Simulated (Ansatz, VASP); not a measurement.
InSb: VASP beside Ansatz

The input INCAR:

```
ALGO = Normal ; EDIFF = 1E-7
ENCUT = 520 ; GGA = PE
ISIF = 2 ; ISMEAR = -1
LASPH = True ; LCHARG = True
LELF = True ; LREAL = False
LVHAR = True ; LWAVE = False
NBANDS = 16 ; NELM = 80
PREC = Accurate ; SIGMA = 0.02
```

File KPOINTS:

```
k-points
0
Gamma
  6 6 6
```

POSCAR

```
InSb
1.0
    0.0000000000      3.2139227572      3.2139227572
    3.2139227572      0.0000000000      3.2139227572
    3.2139227572      3.2139227572      0.0000000000
In Sb
1 1
Direct
    0.0000000000      0.0000000000      0.0000000000
    0.2500000000      0.2500000000      0.2500000000
```

Input for Ansatz:

```yaml
crystal:
  lattice:
    - [0.0, 3.2139227572, 3.2139227572]
    - [3.2139227572, 0.0, 3.2139227572]
    - [3.2139227572, 3.2139227572, 0.0]
  atoms:
    - { symbol: In, position: [0.0, 0.0, 0.0] }
    - { symbol: Sb, position: [0.25, 0.25, 0.25] }
kpoints:
  mp_grid: { grid: [6, 6, 6] }
  band_path:
    path:
      - [0.0, 0.0, 0.0]
      - [-0.5, -0.5, 0.0]
      - [-0.375, -0.375, 0.25]
      - [-0.375, 0.0, 0.375]
      - [0.0, 0.0, 0.5]
      - [-0.5, -0.25, 0.25]
    npoints: 1
hamiltonian:
  xc: pbe
scf:
  occupations: { method: fermi_dirac, width: 0.02 }
  n_extra_bands: 4
output:
  forces: true
  stress: true
  eigenvalues: true
```

Change from the starting cell: hydrostatic strain -2.0%.

Alike in both runs: task single point; functional PBE; k mesh 6 × 6 × 6; occupations fermi-dirac, width 0.02 eV; no spin polarisation.

|  | VASP | Ansatz |
| --- | --- | --- |
| version | VASP 6.6.1 | Ansatz 0.2.0 |
| potentials or method | VASP PAW PBE potentials, release 64 (In_d, Sb) | plane waves, PAW |
| plane-wave cutoff (eV) | 520 | 420 |
| valence electrons in the cell | 18 | 28 |

|  | VASP | Ansatz | Ansatz less VASP |
| --- | --- | --- | --- |
| pressure (GPa) | 4.5 | 4.5 | +0.02 |

VASP's potentials hold 18 valence electrons a cell and Ansatz's 28, so a difference there can come from the potentials and not from the codes.

Spin-orbit coupling is off throughout.
